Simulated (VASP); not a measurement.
A run of VASP 6.6.1 is set up as follows.

POSCAR

```
TiO2
1.0
    2.6711600402     -2.6712510909     -0.0201684190
    2.6711600402      2.6712510909     -0.0201684190
   -2.6353413730      0.0000000000      4.8120473783
Ti O
2 4
Direct
    0.1249747467      0.8750252533      0.2500000000
    0.8750252533      0.1249747467      0.7500000000
    0.3438624909      0.0938289082      0.6880205459
    0.6677180581      0.9177516408      0.3354553499
    0.9177516408      0.6677180581      0.8354553499
    0.0822483592      0.3322819419      0.1645446501
```

File INCAR.step1:

```
SYSTEM = TiO2
PREC = Accurate
ENCUT = 520
ISMEAR = 0
SIGMA = 0.05
LREAL = .False.
LASPH = .True.
NELM = 60
NBANDS = 33
GGA = PE
ALGO = Normal
EDIFF = 1E-4
LWAVE = .True.
LCHARG = .False.
```

Contents of INCAR.step2:

```
SYSTEM = TiO2
PREC = Accurate
ENCUT = 520
EDIFF = 1E-7
ISMEAR = 0
SIGMA = 0.05
LREAL = .False.
LASPH = .True.
NELM = 60
ALGO = Normal
ISIF = 2
LWAVE = .False.
LCHARG = .False.
METAGGA = R2SCAN
LMIXTAU = .True.
NBANDS = 33
ISTART = 1
```

KPOINTS

```
regular mesh
0
Gamma
  6 6 6
  0 0 0
```

Potentials or basis: VASP PAW PBE potentials, release 64 (Ti_sv, O).

Command:

```bash
$ cat potpaw_PBE.64/Ti_sv/POTCAR potpaw_PBE.64/O/POTCAR > POTCAR
$ cp INCAR.step1 INCAR
$ mpirun -np 1 vasp_std > vasp.out
$ cp INCAR.step2 INCAR
$ mpirun -np 1 vasp_std > vasp.out
```

**Question.** Estimate the pressure.

**Answer.** 0.1 GPa.

**Question.** What does it give for the band gap on the k mesh?

**Answer.** 2.38 eV (least direct gap 2.84 eV).

Forces in eV/Å, atoms in the order of the input:
```
Ti  -0.001 -0.001 -0.031
Ti   0.001  0.002  0.251
O    0.000 -0.005 -1.165
O    0.000  0.003  0.238
O   -0.001  0.001  0.332
O    0.002  0.000  0.374
```

Caveat: the cell differs from its parent crystal (atom 3 (O) moved +0.113 Å along Cartesian [0 0 1]); the PAW data sets were made with another functional, which shifts forces and pressure a little. A k mesh can miss the band edges.
